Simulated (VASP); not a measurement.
A run of VASP 6.6.1 is set up as follows.

INCAR

```
PREC = Accurate
ENCUT = 600
EDIFF = 1E-6
ISMEAR = 0
SIGMA = 0.2
LREAL = F
LASPH = T
NELM = 120
ALGO = Normal
ISIF = 2
LWAVE = F
LCHARG = F
GGA = PE
NBANDS = 23
GGA_COMPAT = F
```

KPOINTS

```
regular mesh
0
Gamma
  4 4 4
```

File POSCAR:

```
TeO4
1.0
   -2.6861078536      2.6861078536      2.6861078536
    2.6861078536     -2.6861078536      2.6861078536
    2.6861078536      2.6861078536     -2.6861078536
Te O
1 4
Direct
    0.0000000000      0.0000000000      0.0000000000
    0.4010641094      0.4010641094      0.4010641094
    0.5989358906      0.0000000000      0.0000000000
    0.0000000000      0.0000000000      0.5989358906
    0.0000000000      0.5989358906      0.0000000000
```

Potentials or basis: VASP PAW PBE potentials, release 64 (Te, O).

Command:

```bash
$ cat potpaw_PBE.64/Te/POTCAR potpaw_PBE.64/O/POTCAR > POTCAR
$ mpirun -np 1 vasp_std > vasp.out
```

(1) What does it give for the largest force?

(2) Predict the band gap on the k mesh.

Answers

(1) 0.266 eV/Å.

(2) zero (bands 15 and 16 overlap by 0.84 eV).

Caveat: the k points lie up to 0.41 Å⁻¹ apart, too coarse for converged energies and pressures of a metal; spin-orbit coupling is left out, which moves the levels of the heavy elements.
